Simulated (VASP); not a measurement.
## SnO: single point with LDA

Crystal: SnO.

```xyz
4
Lattice="3.5032 0.0000 0.0000 0.0000 3.5032 0.0000 0.0000 0.0000 5.0277" Properties=species:S:1:pos:R:3 pbc="T T T"
Sn    0.0000    1.7516    1.2355
Sn    1.7516    0.0000    3.7922
O     0.0000    0.0000    0.0000
O     1.7516    1.7516    0.0000
```

| Item | Value |
| --- | --- |
| Program | VASP 6.6.1 |
| Task | single point |
| Functional | LDA |
| Potentials or basis | VASP PAW LDA potentials, release 64 (Sn_d, O) |
| Cutoff | 520 eV |
| k mesh | 10 × 10 × 8 |
| Occupations | gaussian, width 0.15 eV |
| Spin | no spin polarisation |
| Dipole correction | no |
| Further INCAR settings | ALGO = Normal; EDIFF = 1e-06; NBANDS = 28 |

```json
{"Pressure": "11.6 GPa", "Largest force": "0.235 eV/Å", "Band gap on the k mesh": "zero (band 20 reaches 9.24 eV, above the bottom of band 21 at 8.18 eV)"}
```

Forces on the atoms (eV/Å):
```
Sn   0.000  0.000  0.235
Sn   0.000  0.000 -0.235
O    0.000  0.000  0.000
O    0.000  0.000  0.000
```

Stress tensor (GPa, compression positive):
```
17.58  0.00  0.00
 0.00 17.58  0.00
 0.00  0.00 -0.28
```

Levels at points of the mesh, in eV from the Fermi level:
| k point | band 18 | band 19 | band 20 | band 21 | band 22 | band 23 |
| --- | --- | --- | --- | --- | --- | --- |
| (0.00, 0.00, 0.00) | -3.14 | -3.14 | 0.44 | 3.12 | 4.02 | 4.88 |
| (0.50, 0.00, 0.00) | -5.30 | -3.69 | -3.69 | 2.79 | 2.79 | 6.51 |
| (0.50, 0.50, 0.00) | -2.42 | -2.34 | -2.34 | -0.62 | -0.62 | 3.60 |
| (0.00, 0.00, 0.50) | -3.34 | -3.16 | -3.16 | 2.65 | 3.00 | 3.00 |
| (0.50, 0.00, 0.50) | -5.28 | -2.49 | -2.49 | 1.92 | 1.92 | 6.05 |
| (0.50, 0.50, 0.50) | -3.02 | -2.42 | -2.42 | 1.64 | 1.64 | 3.41 |

Wall time 110 s on 1 thread of Intel(R) Xeon(R) Platinum 8488C (Sapphire Rapids) (shared host), peak memory 0.25 GiB.

Caveat: spin-orbit coupling is left out, which moves the levels of the heavy elements.
